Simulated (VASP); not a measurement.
# GaP (lda) (Cmcm) in VASP: relaxation of cell and atoms with LDA

Aim: the relaxation of cell and atoms of GaP (lda) with LDA.

Everything below comes from runs of VASP 6.6.1. Logs are shortened: lines on timing, memory, paths and dates and some standing lists are left out, and cuts for length are marked.

### 1 The cell of the first run

The structure is orthorhombic, space group Cmcm (No. 63). The conventional cell has a = 4.621 Å, b = 4.927 Å, c = 13.335 Å, α = 90.00°, β = 90.00°, γ = 90.00°. P (site symmetry m) has 2 P at 2.17 to 2.77 Å and 6 Ga at 2.33 to 2.58 Å within 2.9 Å. P (site symmetry m2m) has 6 Ga at 2.31 to 2.58 Å and 2 P at 2.77 Å within 3.1 Å. Within 3.1 Å of Ga (site symmetry m) lie 6 P at 2.33 to 2.56 Å and 2 Ga at 2.61 to 2.64 Å. Ga (site symmetry m2m) has 6 P at 2.31 to 2.58 Å and 2 Ga at 2.61 Å within 3.1 Å.

### 2 Relaxation of cell and atoms, LDA, target pressure 42.7 GPa, at which the enthalpy is minimised

The input, INCAR:

```
SYSTEM = GaP
PREC = Accurate
ENCUT = 500
EDIFF = 1E-7
ISMEAR = 0
SIGMA = 0.1
LREAL = .FALSE.
LASPH = .TRUE.
NELM = 120
ALGO = Normal
ISIF = 3
LWAVE = .FALSE.
LCHARG = .FALSE.
GGA = CA
IBRION = 2
NSW = 100
EDIFFG = -0.05
PSTRESS = 427.0
GGA_COMPAT = .FALSE.
NELMIN = 4
```

The input, KPOINTS:

```
regular mesh
0
G
  6 6 2
  0 0 0
```

The input, POSCAR:

```
GaP
1.0
    2.3105000000     -2.4635000000      0.0000000000
    2.3105000000      2.4635000000      0.0000000000
    0.0000000000      0.0000000000     13.3350000000
P Ga
6 6
Direct
    0.6110000000      0.3890000000      0.0703000000
    0.3890000000      0.6110000000      0.9297000000
    0.3890000000      0.6110000000      0.5703000000
    0.6110000000      0.3890000000      0.4297000000
    0.8916000000      0.1084000000      0.2500000000
    0.1084000000      0.8916000000      0.7500000000
    0.8936000000      0.1064000000      0.5909000000
    0.1064000000      0.8936000000      0.4091000000
    0.1064000000      0.8936000000      0.0909000000
    0.8936000000      0.1064000000      0.9091000000
    0.4151000000      0.5849000000      0.2500000000
    0.5849000000      0.4151000000      0.7500000000
```

Potentials or basis: VASP PAW LDA potentials, release 64 (P, Ga_d).

Command:

```
$ cat potpaw_LDA.64/P/POTCAR potpaw_LDA.64/Ga_d/POTCAR > POTCAR
$ mpirun -np 1 vasp_std > vasp.out
```

OUTCAR:

```text
SYSTEM = GaP
   PREC = Accurate
   ENCUT = 500
   EDIFF = 1E-7
   ISMEAR = 0
   LREAL = .FALSE.
   LASPH = .TRUE.
   NELM = 120
   ISIF = 3
   GGA = CA
   IBRION = 2
   NSW = 100
   EDIFFG = -0.05
   PSTRESS = 427.0
   NELMIN = 4

 ion  position               nearest neighbor table
   1  0.611  0.389  0.070-   2 2.17   9 2.33   9 2.33   9 2.46   9 2.50  10 2.56  11 2.58   5 2.77

   2  0.389  0.611  0.930-   1 2.17  10 2.33  10 2.33  10 2.46  10 2.50   9 2.56  12 2.58   6 2.77

   3  0.389  0.611  0.570-   4 2.17   7 2.33   7 2.33   7 2.46   7 2.50   8 2.56  12 2.58   6 2.77

   4  0.611  0.389  0.430-   3 2.17   8 2.33   8 2.33   8 2.46   8 2.50   7 2.56  11 2.58   5 2.77

   5  0.892  0.108  0.250-  11 2.31  11 2.31  11 2.35   8 2.37   9 2.37  11 2.58   1 2.77   4 2.77

   6  0.108  0.892  0.750-  12 2.31  12 2.31  12 2.35   7 2.37  10 2.37  12 2.58   3 2.77   2 2.77
[... 7 lines left out ...]
  10  0.894  0.106  0.909-   2 2.33   2 2.33   6 2.37   2 2.46   2 2.50   1 2.56  12 2.61   9 2.64

  11  0.415  0.585  0.250-   5 2.31   5 2.31   5 2.35   5 2.58   4 2.58   1 2.58   8 2.61   9 2.61

  12  0.585  0.415  0.750-   6 2.31   6 2.31   6 2.35   6 2.58   2 2.58   3 2.58  10 2.61   7 2.61

  LATTYP: Found a base centered orthorhombic cell.
 ALAT       =     4.6210000000
 B/A-ratio  =     1.0662194330
 C/A-ratio  =     2.8857390175

  Lattice vectors:

 A1 = (   2.3105000000,  -2.4635000000,   0.0000000000)
 A2 = (   2.3105000000,   2.4635000000,   0.0000000000)
 A3 = (   0.0000000000,   0.0000000000,  13.3350000000)

Analysis of symmetry for initial positions (statically):
=====================================================================
 Subroutine PRICEL returns:
 Original cell was already a primitive cell.

 Routine SETGRP: Setting up the symmetry group for a
 base centered orthorhombic supercell.

 Subroutine GETGRP returns: Found  8 space group operations
 (whereof  4 operations were pure point group operations)
 out of a pool of  8 trial point group operations.

The static configuration has the point symmetry C_2h.
 The point group associated with its full space group is D_2h.

Analysis of symmetry for dynamics (positions and initial velocities):
=====================================================================
 Subroutine PRICEL returns:
 Original cell was already a primitive cell.

 Routine SETGRP: Setting up the symmetry group for a
 base centered orthorhombic supercell.

 Subroutine GETGRP returns: Found  8 space group operations
 (whereof  4 operations were pure point group operations)
 out of a pool of  8 trial point group operations.

The dynamic configuration has the point symmetry C_2h.
 The point group associated with its full space group is D_2h.

 Subroutine INISYM returns: Found  8 space group operations
 (whereof  4 operations are pure point group operations),
 and found     1 'primitive' translations

----------------------------------------------------------------------------------------

                                     Primitive cell

  volume of cell :     151.8034

  direct lattice vectors                    reciprocal lattice vectors
     2.310500000 -2.463500000  0.000000000     0.216403376 -0.202963264  0.000000000
     2.310500000  2.463500000  0.000000000     0.216403376  0.202963264  0.000000000
     0.000000000  0.000000000 13.335000000     0.000000000  0.000000000  0.074990626

  length of vectors
     3.377460955  3.377460955 13.335000000     0.296689244  0.296689244  0.074990626

  position of ions in fractional coordinates (direct lattice)
     0.611000000  0.389000000  0.070300000
     0.389000000  0.611000000  0.929700000
     0.389000000  0.611000000  0.570300000
     0.611000000  0.389000000  0.429700000
     0.891600000  0.108400000  0.250000000
     0.108400000  0.891600000  0.750000000
     0.893600000  0.106400000  0.590900000
     0.106400000  0.893600000  0.409100000
     0.106400000  0.893600000  0.090900000
     0.893600000  0.106400000  0.909100000
     0.415100000  0.584900000  0.250000000
     0.584900000  0.415100000  0.750000000

  ion indices of the primitive-cell ions
   primitive index   ion index
                 1           1
                 2           2
                 3           3
                 4           4
                 5           5
                 6           6
                 7           7
                 8           8
                 9           9
                10          10
                11          11
                12          12

----------------------------------------------------------------------------------------

 KPOINTS: regular mesh

Automatic generation of k-mesh.
 Grid dimensions read from file:
 generate k-points for:    6    6    2

 Generating k-lattice:

  Cartesian coordinates                     Fractional coordinates (reciprocal lattice)
     0.036067229 -0.033827211  0.000000000     0.166666667 -0.000000000  0.000000000
     0.036067229  0.033827211  0.000000000    -0.000000000  0.166666667  0.000000000
     0.000000000  0.000000000  0.037495313     0.000000000  0.000000000  0.500000000

  Length of vectors
     0.049448207  0.049448207  0.037495313

  Shift w.r.t. Gamma in fractional coordinates (k-lattice)
     0.000000000  0.000000000  0.000000000

 Subroutine IBZKPT returns following result:
 ===========================================

 Found     26 irreducible k-points:

 Following reciprocal coordinates:
            Coordinates               Weight
  0.000000  0.000000  0.000000      1.000000
  0.166667 -0.000000  0.000000      4.000000
  0.333333  0.000000  0.000000      4.000000
  0.500000  0.000000  0.000000      2.000000
  0.166667  0.166667  0.000000      2.000000
  0.333333  0.166667  0.000000      4.000000
[... 16 lines left out ...]
  0.333333  0.333333  0.500000      2.000000
  0.500000  0.333333  0.500000      4.000000
 [... further k-points ...]
   k-points           NKPTS =     26   k-points in BZ     NKDIM =     26   number of bands    NBANDS=     64
   number of dos      NEDOS =    301   number of ions     NIONS =     12
   total plane-waves  NPLWV =  76832
   dimension x,y,z NGX =    28 NGY =   28 NGZ =   98
   dimension x,y,z NGXF=    56 NGYF=   56 NGZF=  196
   ions per type =               6   6
   NGX,Y,Z   is equivalent  to a cutoff of  13.78, 13.78, 12.22 a.u.
   NGXF,Y,Z  is equivalent  to a cutoff of  27.56, 27.56, 24.44 a.u.
 SYSTEM =  GaP
   PREC   = accura    normal or accurate (medium, high low for compatibility)
   ISTART =      0    job   : 0-new  1-cont  2-samecut
   ICHARG =      2    charge: 1-file 2-atom 10-const
   ISPIN  =      1    spin polarized calculation?
   LNONCOLLINEAR =      F non collinear calculations
   LSORBIT =      F    spin-orbit coupling
   LASPH  =      T    aspherical Exc in radial PAW
   ENCUT  =  500.0 eV  36.75 Ry    6.06 a.u.   6.16  6.16 24.31*2*pi/ulx,y,z
   NELM   =    120;   NELMIN=  4; NELMDL= -5     # of ELM steps
   EDIFF  = 0.1E-06   stopping-criterion for ELM
   LREAL  =      F    real-space projection
   EDIFFG = -.5E-01   stopping-criterion for IOM
   NSW    =    100    number of steps for IOM
   IBRION =      2    ionic relax: 0-MD 1-quasi-New 2-CG
   NFREE  =      1    steps in history (QN), initial steepest desc. (CG)
   ISIF   =      3    stress and relaxation
   ISYM   =      2    0-nonsym 1-usesym 2-fastsym
   POTIM  = 0.5000    time-step for ionic-motion
   TEBEG  =    0.0;   TEEND  =   0.0 temperature during run
   PSTRESS=  427.0 pullay stress
   NELECT =     108.0000    total number of electrons
   NUPDOWN=      -1.0000    fix difference up-down
   EMIN   =  10.00;   EMAX   =-10.00  energy-range for DOS
   EFERMI =   0.00;   METHOD = LEGACY
   ISMEAR =     0;   SIGMA  =   0.10  broadening in eV -4-tet -1-fermi 0-gaus
   EFERMI_NEDOS =   21; number of points for ismear=-14 and -15
   IALGO  =     38    algorithm
   IMIX   =      4    mixing-type and parameters
     AMIX     =   0.40;   BMIX     =  1.00
     AMIX_MAG =   1.60;   BMIX_MAG =  1.00
  volume/ion in A,a.u.               =      12.65        85.37
  Fermi-wavevector in a.u.,A,eV,Ry     =   1.461467  2.761771 29.060475  2.135885
  Thomas-Fermi vector in A             =   2.577795
   LORBIT       =      0    0 simple, 1 ext, 2 COOP (PROOUT), +10 PAW based schemes
   GGA     = CA    functional components
   LHFCALC =     F    Hartree Fock is set to
   AEXX    =    0.0000 exact exchange contribution
   IVDW    =     0    specifies the selected vdW correction
   LEPSILON=     F    determine dielectric tensor
   LRPA    =     F    only Hartree local field effects (RPA)
 conjugate gradient relaxation of ions
 non-spin polarized calculation
 Gauss-broadening in eV      SIGMA  =   0.10
  energy-cutoff  :      500.00
  volume of cell :      151.80
 maximum number of plane-waves:      3874
 NGX is ok and might be reduce to    28
   NGX = 13   NGY = 13   NGZ = 49

--------------------------------------- Ionic step        1  -------------------------------------------

 number of electron     108.0000055 magnetization

 Free energy of the ion-electron system (eV)
  ---------------------------------------------------
  ext. energy  EPLUGINS =         0.00000000
  ---------------------------------------------------
  free energy    TOTEN  =       -54.95956232 eV

  energy without entropy =      -54.93331892  energy(sigma->0) =      -54.94644062

------------------------ aborting loop because EDIFF is reached ----------------------------------------

  FORCE on cell =-STRESS in cart. coord.  units (eV):
  Direction    XX          YY          ZZ          XY          YZ          ZX
  --------------------------------------------------------------------------------------
  -------------------------------------------------------------------------------------
  Total       33.5188052     31.0005128     33.6536589      0.0000000      0.0000000      0.0000000
  in kB      353.7671943    327.1884051    355.1904795      0.0000000      0.0000000      0.0000000
  external PRESSURE =     -81.6179737 kB  Pullay stress =     427.0000000 kB
[... 369 lines left out ...]
  enthalpy is  TOTEN    =       -14.6607728072 eV   P V=       39.2177220054

--------------------------------------- Ionic step        9  -------------------------------------------

 number of electron     108.0000059 magnetization

 Free energy of the ion-electron system (eV)
  ---------------------------------------------------
  ext. energy  EPLUGINS =         0.00000000
  ---------------------------------------------------
  free energy    TOTEN  =       -53.79249458 eV

  energy without entropy =      -53.77308877  energy(sigma->0) =      -53.78279168

 E-fermi :  11.3656     XC(G=0): -12.9321

 val. band max:       11.3050659148   @ k =   0.3333   0.3333   0.5000
 cond. band min:      11.3862348575   @ k =   0.5000   0.1667   0.5000
 fundamental gap:      0.0811689427
 Fermi energy:        11.3656458661

 k-point     1 :       0.0000    0.0000    0.0000
  band No.  band energies     occupation
      1      -5.7878      2.00000
      2      -5.3447      2.00000
      3      -4.9672      2.00000
      4      -4.8612      2.00000
      5      -4.7314      2.00000
      6      -4.7224      2.00000
[... 1597 lines left out ...]
     63      15.9394      0.00000
     64      15.9394      0.00000

 [... further k-points ...]

------------------------ aborting loop because EDIFF is reached ----------------------------------------

  FORCE on cell =-STRESS in cart. coord.  units (eV):
  Direction    XX          YY          ZZ          XY          YZ          ZX
  --------------------------------------------------------------------------------------
  -------------------------------------------------------------------------------------
  Total       39.2031167     39.2088542     38.7855969      0.0000000      0.0000000      0.0000000
  in kB      427.7904758    427.8530837    423.2344345      0.0000000      0.0000000      0.0000000
  external PRESSURE =      -0.7073353 kB  Pullay stress =     427.0000000 kB
[... 27 lines left out ...]
  FREE ENERGIE OF THE ION-ELECTRON SYSTEM (eV)
  ---------------------------------------------------
  free  energy   TOTEN  =       -53.7924945792 eV

  energy  without entropy=      -53.7730887744  energy(sigma->0) =      -53.78279168

  enthalpy is  TOTEN    =       -14.6618177742 eV   P V=       39.1306768050

 reached required accuracy - stopping structural energy minimisation
```

Run time: 15 min. Hardware: 1 thread of Intel Xeon 6975P-C (Granite Rapids), shared host; peak memory 0.32 GiB.

What came out:

* Free energy: -53.7925 eV
* Relaxed volume: 12.24 Å³/atom
* Relaxed cell: a = 3.335 Å, b = 3.335 Å, c = 13.220 Å, α = 90.00°, β = 90.00°, γ = 92.79°
* Space group after relaxing (to 0.05 Å): Cmcm (No. 63)
* Energy change on relaxing (the enthalpy is what falls): +97.3 meV/atom
* Ionic steps: 9
* Pressure after relaxing: 42.6 GPa
* Largest force after relaxing: 0.033 eV/Å
* Band gap on the k mesh: zero (band 54 reaches 13.13 eV, above the bottom of band 55 at 8.66 eV)

Forces in eV/Å, atoms in the order of the input:
```
P    0.000 -0.015  0.015
P    0.000  0.015 -0.015
P    0.000  0.015  0.015
P    0.000 -0.015 -0.015
P    0.000  0.033  0.000
P    0.000 -0.033  0.000
Ga   0.000 -0.029 -0.004
Ga   0.000  0.029  0.004
Ga   0.000  0.029 -0.004
Ga   0.000 -0.029  0.004
Ga   0.000  0.014  0.000
Ga   0.000 -0.014  0.000
```

The path:
```
step  energy change (eV)  largest force (eV/Å)  pressure (GPa)  volume (Å³)
   1              0.0000                0.3171           34.54       151.80
   2              4.0177                0.3238           61.94       138.08
   3              1.1621                0.3292           42.91       146.93
   4              1.1878                0.3292           43.16       146.83
   5              1.1696                0.1168           42.83       146.83
   6              1.1693                0.1255           42.79       146.83
   7              1.1337                0.0878           42.54       146.96
   8              1.0811                0.0312           42.08       147.15
   9              1.1671                0.0330           42.63       146.83
```

Final structure:
```
CELL_PARAMETERS angstrom
2.29972 -2.41462 0.00000
2.29972 2.41462 0.00000
0.00000 0.00000 13.22045
ATOMIC_POSITIONS crystal
P 0.61140 0.38860 0.07227
P 0.38860 0.61140 0.92773
P 0.38860 0.61140 0.57227
P 0.61140 0.38860 0.42773
P 0.89044 0.10956 0.25000
P 0.10956 0.89044 0.75000
Ga 0.89161 0.10839 0.59052
Ga 0.10839 0.89161 0.40948
Ga 0.10839 0.89161 0.09052
Ga 0.89161 0.10839 0.90948
Ga 0.41074 0.58926 0.25000
Ga 0.58926 0.41074 0.75000
```

Caveat: the cell is relaxed towards a set pressure, so the enthalpy falls and the energy may rise; the relaxation stopped at a loose force limit of 0.05 eV/Å, so its end isn't a converged minimum.
